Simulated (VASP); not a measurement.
Here is a VASP 6.6.1 calculation.

The input POSCAR:

```
MgS
1.0
    0.0000000000      2.5778010000      2.5778010000
    2.5778010000      0.0000000000      2.5778010000
    2.5778010000      2.5778010000      0.0000000000
Mg S
1 1
Direct
    0.0000000000      0.0000000000      0.0000000000
    0.5000000000      0.5000000000      0.5000000000
```

Contents of INCAR.step1:

```
SYSTEM = MgS
PREC = Accurate
ENCUT = 520
ISMEAR = -1
SIGMA = 0.0208
LREAL = .FALSE.
LASPH = .TRUE.
NELM = 100
NBANDS = 11
GGA = PE
ALGO = Normal
EDIFF = 1E-4
LWAVE = .TRUE.
LCHARG = .FALSE.
```

INCAR.step2

```
SYSTEM = MgS
PREC = Accurate
ENCUT = 520
EDIFF = 1E-7
ISMEAR = -1
SIGMA = 0.0208
LREAL = .FALSE.
LASPH = .TRUE.
NELM = 100
ALGO = Normal
ISIF = 2
LWAVE = .FALSE.
LCHARG = .TRUE.
METAGGA = R2SCAN
LMIXTAU = .TRUE.
LELF = .TRUE.
LVHAR = .TRUE.
NBANDS = 11
ISTART = 1
```

KPOINTS

```
regular mesh
0
G
  9 9 9
  0 0 0
```

Potentials or basis: VASP PAW PBE potentials, release 64 (Mg, S).

The run is started by

```bash
$ cat potpaw_PBE.64/Mg/POTCAR potpaw_PBE.64/S/POTCAR > POTCAR
$ cp INCAR.step1 INCAR
$ mpirun -np 1 vasp_std > vasp.out
$ cp INCAR.step2 INCAR
$ mpirun -np 1 vasp_std > vasp.out
```

**Question.** Estimate the band gap on the k mesh.

**Answer.** 3.63 eV, indirect (least direct gap 4.85 eV).

**Question.** Estimate the pressure.

**Answer.** 1.8 GPa.

Caveat: the PAW data sets were made with another functional, which shifts forces and pressure a little. r2SCAN opens gaps a little over a GGA but as a rule still falls short of measured ones.
